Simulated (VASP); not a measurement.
Set up this calculation in VASP 6.6.1, as the native input.

```
Task                   : single point
Functional             : PBE
Potentials or basis    : VASP PAW PBE potentials, release 64 (Co_sv, Ti_sv)
Cutoff                 : 600 eV
k mesh                 : 8 × 8 × 8
Occupations            : fermi-dirac, width 0.05 eV
Spin                   : collinear spin, ferromagnetic start
Starting moments       : [4.0, 2.0] μB
Fixed moment           : 6 μB
Dipole correction      : no
Second run             : valence_matched
Further INCAR settings : ALGO = Normal; EDIFF = 1e-06; NBANDS = 26
```

The structure of TiCo lies in POSCAR:

```
TiCo
1.0
    2.9861109900      0.0000000000      0.0000000000
    0.0000000000      2.9861109900      0.0000000000
    0.0000000000      0.0000000000      2.9861109900
Co Ti
1 1
Direct
    0.5000000000      0.5000000000      0.5000000000
    0.0000000000      0.0000000000      0.0000000000
```

The input as run:

INCAR

```
ALGO     = Normal         # electronic algorithm
EDIFF    = 1E-6           # SCF threshold, eV
ENCUT    = 600            # plane-wave cutoff, eV
GGA      = PE             # functional
GGA_COMPAT= False        
ISIF     = 2              # what is computed and relaxed
ISMEAR   = -1             # smearing method
ISPIN    = 2              # spin polarisation
LASPH    = True           # aspherical terms in the spheres
LCHARG   = False          # write CHGCAR
LMAXMIX  = 4              # l up to which the mixer works
LORBIT   = 11             # projections on sites
LREAL    = False          # projectors in reciprocal space
LWAVE    = False          # write WAVECAR
MAGMOM   = 4 2            # initial moments
NBANDS   = 26             # bands
NELM     = 200            # most SCF steps
NUPDOWN  = 6.0            # fixed moment
PREC     = Accurate       # precision mode
SIGMA    = 0.05           # smearing width, eV
```

KPOINTS

```
k-points
0
Gamma
  8 8 8
```

Potentials or basis: VASP PAW PBE potentials, release 64 (Co_sv, Ti_sv).

The run is started by

```console
$ cat potpaw_PBE.64/Co_sv/POTCAR potpaw_PBE.64/Ti_sv/POTCAR > POTCAR
$ mpirun -np 1 vasp_std > vasp.out
```

Results of the run:

| Quantity | Value |
| --- | --- |
| Pressure | 42.2 GPa |
| Net moment | 6.00 μB per cell |
| Site moments | Co +2.60; Ti +2.07 μB |
| Valence electrons inside the program's atomic spheres | Co 14.94; Ti 10.62 |

Caveat: the total moment is fixed, so each spin has its own Fermi level.

Run time: 22 s on 1 thread of Intel(R) Xeon(R) 6975P-C (Granite Rapids), on a shared host, peak memory 0.18 GiB.
